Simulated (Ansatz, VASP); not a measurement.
## CaO: VASP beside Ansatz

File POSCAR:

```
CaO
1.0
    0.0000000000      2.4490000000      2.4490000000
    2.4490000000      0.0000000000      2.4490000000
    2.4490000000      2.4490000000      0.0000000000
Ca O
1 1
Direct
   -0.0127603103      0.0127603103      0.0127603103
    0.5000000000      0.5000000000      0.5000000000
```

The input INCAR.step1:

```
SYSTEM = CaO
ALGO     = Normal         ! electronic algorithm
EDIFF    = 1E-4           ! SCF threshold, eV
ENCUT    = 520            ! plane-wave cutoff, eV
GGA      = PE             ! functional
ISMEAR   = 0              ! smearing method
LASPH    = .TRUE.         ! aspherical terms in the spheres
LCHARG   = .FALSE.        ! write CHGCAR
LREAL    = .FALSE.        ! projectors in reciprocal space
LWAVE    = .TRUE.         ! write WAVECAR
NBANDS   = 15             ! bands
NELM     = 100            ! most SCF steps
PREC     = Accurate       ! precision mode
SIGMA    = 0.05           ! smearing width, eV
```

The input INCAR.step2:

```
SYSTEM = CaO
ALGO     = Normal         ! electronic algorithm
EDIFF    = 1E-6           ! SCF threshold, eV
ENCUT    = 520            ! plane-wave cutoff, eV
ISIF     = 2              ! what is computed and relaxed
ISMEAR   = 0              ! smearing method
ISTART   = 1            
LASPH    = .TRUE.         ! aspherical terms in the spheres
LCHARG   = .TRUE.         ! write CHGCAR
LELF     = .TRUE.         ! ELF
LMIXTAU  = .TRUE.       
LREAL    = .FALSE.        ! projectors in reciprocal space
LVHAR    = .TRUE.       
LWAVE    = .FALSE.        ! write WAVECAR
METAGGA  = R2SCAN         ! meta-GGA
NBANDS   = 15             ! bands
NELM     = 100            ! most SCF steps
PREC     = Accurate       ! precision mode
SIGMA    = 0.05           ! smearing width, eV
```

The input KPOINTS:

```
k-points
0
G
  8 8 8
  0 0 0
```

Input for Ansatz:

```yaml
crystal:
  lattice:
    - [0.0, 2.449, 2.449]
    - [2.449, 0.0, 2.449]
    - [2.449, 2.449, 0.0]
  atoms:
    - { symbol: Ca, position: [-0.0127603103, 0.0127603103, 0.0127603103] }
    - { symbol: O, position: [0.5, 0.5, 0.5] }
basis:
  ecutwfc: 500
kpoints:
  mp_grid: { grid: [8, 8, 8] }
hamiltonian:
  xc: r2scan
scf:
  occupations: { method: gaussian, width: 0.05 }
output:
  forces: true
  stress: true
  eigenvalues: true
```

Change from the starting cell: all Ca atoms moved +0.062 Å, as atom 1 along Cartesian [1 0 0].

Alike in both runs: task single point; functional r2SCAN; k mesh 8 × 8 × 8; occupations gaussian, width 0.05 eV; no spin polarisation.

|  | VASP | Ansatz |
| --- | --- | --- |
| version | VASP 6.6.1 | Ansatz 0.2.0 |
| potentials or method | VASP PAW PBE potentials, release 64 (Ca_sv, O), cutoff 520 eV | scalar-relativistic, plane waves, PAW |
| valence electrons in the cell | 16 | 16 |

Ansatz gave:

```
gap on the k mesh at the Fermi level (eV)                     : 4.22
least direct gap on the mesh (eV)                             : 4.59
pressure (GPa)                                                : -6.4
traceless stress, the component that is largest in VASP (GPa) : 0.32
rms of the force components (eV/Å)                            : 0.088
```

**Question.** Estimate VASP's values.

**Answer.** gap on the k mesh at the Fermi level (eV): 4.21; least direct gap on the mesh (eV): 4.58; pressure (GPa): -5.6; traceless stress, the component that is largest in VASP (GPa): 0.34; rms of the force components (eV/Å): 0.098.

VASP's potentials were made for PBE, not for r2SCAN. Atom by atom the forces differ by 0.011 eV/Å (rms over components).
